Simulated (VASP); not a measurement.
# Cr (Pm-3m) in VASP: a series of runs

The runs below take Cr through single point, relaxation of cell and atoms, with PBEsol.

Everything below comes from runs of VASP 6.6.1. Logs are shortened: lines on timing, memory, paths and dates and some standing lists are left out, and cuts for length are marked.

**1. The cell of the first run**

Symmetry: Pm-3m, No. 221, cubic system. Conventional cell: a = 2.315 Å, b = 2.315 Å, c = 2.315 Å, α = 90.00°, β = 90.00°, γ = 90.00°. Cr (site symmetry m-3m) has 6 Cr at 2.32 Å within 3.1 Å.

**2. Single point, PBEsol**

INCAR

```
  PREC = Accurate
  ENCUT = 520
  EDIFF = 1E-6
  ISMEAR = 0
  SIGMA = 0.1
  LREAL = F
  LASPH = T
  NELM = 100
  ALGO = Fast
  ISIF = 2
  LWAVE = F
  LCHARG = F
  GGA = PS
  NBANDS = 12
```

KPOINTS

```
regular mesh
0
Gamma
  8 8 8
```

POSCAR

```
Cr
1.0
    2.3150681020      0.0000000000      0.0000000000
    0.0000000000      2.3150681020      0.0000000000
    0.0000000000      0.0000000000      2.3150681020
Cr
1
Direct
    0.0000000000      0.0000000000      0.0000000000
```

Potentials or basis: VASP PAW PBE potentials, release 64 (Cr_pv).

The run is started by

```
$ cat potpaw_PBE.64/Cr_pv/POTCAR > POTCAR
$ mpirun -np 1 vasp_std > vasp.out
```

OUTCAR:

```text
PREC = Accurate
   ENCUT = 520
   EDIFF = 1E-6
   ISMEAR = 0
   LREAL = F
   LASPH = T
   NELM = 100
   ISIF = 2
   GGA = PS

 ion  position               nearest neighbor table
   1  0.000  0.000  0.000-

  LATTYP: Found a simple cubic cell.
 ALAT       =     2.3150681020

  Lattice vectors:

 A1 = (   2.3150681020,   0.0000000000,   0.0000000000)
 A2 = (   0.0000000000,   2.3150681020,   0.0000000000)
 A3 = (   0.0000000000,   0.0000000000,   2.3150681020)

Analysis of symmetry for initial positions (statically):
=====================================================================
 Subroutine PRICEL returns:
 Original cell was already a primitive cell.

 Routine SETGRP: Setting up the symmetry group for a
 simple cubic supercell.

 Subroutine GETGRP returns: Found 48 space group operations
 (whereof 48 operations were pure point group operations)
 out of a pool of 48 trial point group operations.

The static configuration has the point symmetry O_h .

Analysis of symmetry for dynamics (positions and initial velocities):
=====================================================================
 Subroutine PRICEL returns:
 Original cell was already a primitive cell.

 Routine SETGRP: Setting up the symmetry group for a
 simple cubic supercell.

 Subroutine GETGRP returns: Found 48 space group operations
 (whereof 48 operations were pure point group operations)
 out of a pool of 48 trial point group operations.

The dynamic configuration has the point symmetry O_h .

 Subroutine INISYM returns: Found 48 space group operations
 (whereof 48 operations are pure point group operations),
 and found     1 'primitive' translations

----------------------------------------------------------------------------------------

                                     Primitive cell

  volume of cell :      12.4077

  direct lattice vectors                    reciprocal lattice vectors
     2.315068102  0.000000000  0.000000000     0.431952736  0.000000000  0.000000000
     0.000000000  2.315068102  0.000000000     0.000000000  0.431952736  0.000000000
     0.000000000  0.000000000  2.315068102     0.000000000  0.000000000  0.431952736

  length of vectors
     2.315068102  2.315068102  2.315068102     0.431952736  0.431952736  0.431952736

  position of ions in fractional coordinates (direct lattice)
     0.000000000  0.000000000  0.000000000

  ion indices of the primitive-cell ions
   primitive index   ion index
                 1           1

----------------------------------------------------------------------------------------

 KPOINTS: regular mesh

Automatic generation of k-mesh.
 Grid dimensions read from file:
 generate k-points for:    8    8    8

 Generating k-lattice:

  Cartesian coordinates                     Fractional coordinates (reciprocal lattice)
     0.053994092  0.000000000  0.000000000     0.125000000  0.000000000  0.000000000
     0.000000000  0.053994092  0.000000000     0.000000000  0.125000000  0.000000000
     0.000000000  0.000000000  0.053994092     0.000000000  0.000000000  0.125000000

  Length of vectors
     0.053994092  0.053994092  0.053994092

  Shift w.r.t. Gamma in fractional coordinates (k-lattice)
     0.000000000  0.000000000  0.000000000

 Subroutine IBZKPT returns following result:
 ===========================================

 Found     35 irreducible k-points:

 Following reciprocal coordinates:
            Coordinates               Weight
  0.000000  0.000000  0.000000      1.000000
  0.125000  0.000000  0.000000      6.000000
  0.250000  0.000000  0.000000      6.000000
  0.375000  0.000000  0.000000      6.000000
  0.500000  0.000000  0.000000      3.000000
  0.125000  0.125000  0.000000     12.000000
[... 16 lines left out ...]
  0.375000  0.375000  0.125000     24.000000
  0.500000  0.375000  0.125000     24.000000
 [... further k-points ...]
   k-points           NKPTS =     35   k-points in BZ     NKDIM =     35   number of bands    NBANDS=     12
   number of dos      NEDOS =    301   number of ions     NIONS =      1
   total plane-waves  NPLWV =   5832
   dimension x,y,z NGX =    18 NGY =   18 NGZ =   18
   dimension x,y,z NGXF=    36 NGYF=   36 NGZF=   36
   ions per type =               1
   NGX,Y,Z   is equivalent  to a cutoff of  12.93, 12.93, 12.93 a.u.
   NGXF,Y,Z  is equivalent  to a cutoff of  25.85, 25.85, 25.85 a.u.
 SYSTEM =  unknown system
   PREC   = accura    normal or accurate (medium, high low for compatibility)
   ISTART =      0    job   : 0-new  1-cont  2-samecut
   ICHARG =      2    charge: 1-file 2-atom 10-const
   ISPIN  =      1    spin polarized calculation?
   LNONCOLLINEAR =      F non collinear calculations
   LSORBIT =      F    spin-orbit coupling
   LASPH  =      T    aspherical Exc in radial PAW
   ENCUT  =  520.0 eV  38.22 Ry    6.18 a.u.   4.30  4.30  4.30*2*pi/ulx,y,z
   NELM   =    100;   NELMIN=  2; NELMDL= -5     # of ELM steps
   EDIFF  = 0.1E-05   stopping-criterion for ELM
   LREAL  =      F    real-space projection
   EDIFFG = 0.1E-04   stopping-criterion for IOM
   NSW    =      0    number of steps for IOM
   IBRION =     -1    ionic relax: 0-MD 1-quasi-New 2-CG
   NFREE  =      0    steps in history (QN), initial steepest desc. (CG)
   ISIF   =      2    stress and relaxation
   ISYM   =      2    0-nonsym 1-usesym 2-fastsym
   POTIM  = 0.5000    time-step for ionic-motion
   TEBEG  =    0.0;   TEEND  =   0.0 temperature during run
   PSTRESS=    0.0 pullay stress
   NELECT =      12.0000    total number of electrons
   NUPDOWN=      -1.0000    fix difference up-down
   EMIN   =  10.00;   EMAX   =-10.00  energy-range for DOS
   EFERMI =   0.00;   METHOD = LEGACY
   ISMEAR =     0;   SIGMA  =   0.10  broadening in eV -4-tet -1-fermi 0-gaus
   EFERMI_NEDOS =   21; number of points for ismear=-14 and -15
   IALGO  =     68    algorithm
   IMIX   =      4    mixing-type and parameters
     AMIX     =   0.40;   BMIX     =  1.00
     AMIX_MAG =   1.60;   BMIX_MAG =  1.00
  volume/ion in A,a.u.               =      12.41        83.73
  Fermi-wavevector in a.u.,A,eV,Ry     =   1.618968  3.059405 35.661631  2.621056
  Thomas-Fermi vector in A             =   2.713145
   LORBIT       =      0    0 simple, 1 ext, 2 COOP (PROOUT), +10 PAW based schemes
   GGA     = PS    functional components
   LHFCALC =     F    Hartree Fock is set to
   AEXX    =    0.0000 exact exchange contribution
   IVDW    =     0    specifies the selected vdW correction
   LEPSILON=     F    determine dielectric tensor
   LRPA    =     F    only Hartree local field effects (RPA)
 non-spin polarized calculation
 RMM-DIIS sequential band-by-band and
 Gauss-broadening in eV      SIGMA  =   0.10
  energy-cutoff  :      520.00
  volume of cell :       12.41
 maximum number of plane-waves:       356
 NGX is ok and might be reduce to    18
   NGX =  9   NGY =  9   NGZ =  9

 number of electron      11.9999991 magnetization

 Free energy of the ion-electron system (eV)
  ---------------------------------------------------
  ext. energy  EPLUGINS =         0.00000000
  ---------------------------------------------------
  free energy    TOTEN  =        -9.13219207 eV

  energy without entropy =       -9.12250337  energy(sigma->0) =       -9.12734772

 E-fermi :   9.8933     XC(G=0): -13.2969

 val. band max:        9.7973586651   @ k =   0.5000   0.3750   0.1250
 cond. band min:       9.8998136167   @ k =   0.5000   0.5000   0.1250
 fundamental gap:      0.1024549516
 Fermi energy:         9.8933255692

 k-point     1 :       0.0000    0.0000    0.0000
  band No.  band energies     occupation
      1     -32.4537      2.00000
      2     -32.4537      2.00000
      3     -32.4537      2.00000
      4       2.4298      2.00000
      5       6.6023      2.00000
      6       6.6023      2.00000
      7      12.4439      0.00000
      8      12.4439      0.00000
      9      12.4439      0.00000
     10      17.3915      0.00000
     11      29.8538      0.00000
     12      29.8538      0.00000

 k-point     2 :       0.1250    0.0000    0.0000
  band No.  band energies     occupation
      1     -32.6275      2.00000
      2     -32.4388      2.00000
      3     -32.4388      2.00000
      4       2.9315      2.00000
      5       6.7116      2.00000
      6       6.9758      2.00000
      7      12.1006      0.00000
      8      12.1006      0.00000
      9      12.4708      0.00000
     10      17.3914      0.00000
     11      26.4962      0.00000
     12      30.6167      0.00000

 k-point     3 :       0.2500    0.0000    0.0000
  band No.  band energies     occupation
      1     -33.0367      2.00000
      2     -32.4027      2.00000
      3     -32.4027      2.00000
      4       4.2449      2.00000
      5       6.9854      2.00000
      6       7.9395      2.00000
      7      11.3407      0.00000
      8      11.3407      0.00000
      9      12.5361      0.00000
     10      17.3912      0.00000
     11      22.0747      0.00000
     12      32.6859      0.00000
[... 286 lines left out ...]
 k-point    23 :       0.3750    0.3750    0.1250
  band No.  band energies     occupation
      1     -33.2824      2.00000
      2     -33.2636      2.00000
      3     -32.4400      2.00000
      4       5.9508      2.00000
      5       8.4382      2.00000
      6      10.0567      0.02089
      7      10.0698      0.01256
      8      11.9801      0.00000
      9      14.3128      0.00000
     10      17.3914      0.00000
     11      19.7521      0.00000
     12      24.1019      0.00000

 k-point    24 :       0.5000    0.3750    0.1250
  band No.  band energies     occupation
      1     -33.4243      2.00000
      2     -33.2494      2.00000
      3     -32.4244      2.00000
      4       5.6960      2.00000
      5       8.6533      2.00000
      6       9.7974      1.82528
      7      10.1522      0.00025
      8      12.5686      0.00000
      9      16.4743      0.00000
     10      17.3873      0.00000
     11      17.6434      0.00000
     12      24.3737      0.00000

 [... further k-points ...]
[... 5 lines left out ...]
  --------------------------------------------------------------------------------------
  -------------------------------------------------------------------------------------
  Total       -0.0033775     -0.0033775     -0.0033775      0.0000000     -0.0000000     -0.0000000
  in kB       -0.4361313     -0.4361313     -0.4361313      0.0000000     -0.0000000     -0.0000000
  external PRESSURE =      -0.4361313 kB  Pullay stress =       0.0000000 kB

 VOLUME and BASIS-vectors are now :
 -----------------------------------------------------------------------------
  energy-cutoff  :      520.00
  volume of cell :       12.41
      direct lattice vectors                 reciprocal lattice vectors
     2.315068102  0.000000000  0.000000000     0.431952736  0.000000000  0.000000000
     0.000000000  2.315068102  0.000000000     0.000000000  0.431952736  0.000000000
     0.000000000  0.000000000  2.315068102     0.000000000  0.000000000  0.431952736

 POSITION                                       TOTAL-FORCE (eV/Angst)
 -----------------------------------------------------------------------------------
      0.00000      0.00000      0.00000         0.000000      0.000000      0.000000
 -----------------------------------------------------------------------------------
    total drift:                               -0.000000      0.000000      0.000000

  FREE ENERGIE OF THE ION-ELECTRON SYSTEM (eV)
  ---------------------------------------------------
  free  energy   TOTEN  =        -9.1321920654 eV

  energy  without entropy=       -9.1225033727  energy(sigma->0) =       -9.12734772
```

Run time: 3.8 s. Hardware: 1 thread of Intel Xeon Platinum 8559C (Emerald Rapids), shared host; peak memory 0.11 GiB.

Results:

```
Free energy            : -9.1322 eV
Pressure               : 0.0 GPa
Band gap on the k mesh : zero (band 6 reaches 10.97 eV, above the bottom of band 7 at 9.62 eV)
```

Levels at points of the mesh, in eV from the Fermi level:
```tsv
k point	band 2	band 3	band 4	band 5	band 6	band 7	band 8	band 9	band 10	band 11
(0.00, 0.00, 0.00)	-42.35	-42.35	-7.46	-3.29	-3.29	2.55	2.55	2.55	7.50	19.96
(0.50, 0.00, 0.00)	-42.24	-42.24	-3.14	-2.49	-0.66	0.50	0.50	2.74	7.48	7.61
(0.50, 0.50, 0.00)	-43.31	-42.15	-4.75	-1.71	0.94	0.94	3.93	6.37	6.37	7.50
(0.50, 0.50, 0.50)	-43.16	-43.16	-3.08	-3.08	-3.08	4.05	4.05	7.50	11.24	14.47
```

Caveat: the PAW data sets were made with another functional, which shifts forces and pressure a little; the run has no spin polarisation, though such a crystal can be magnetic. Spin polarisation is off, so any magnetic state and its effect on volume and gap are missing.

(Continued in part 2 of 2.)
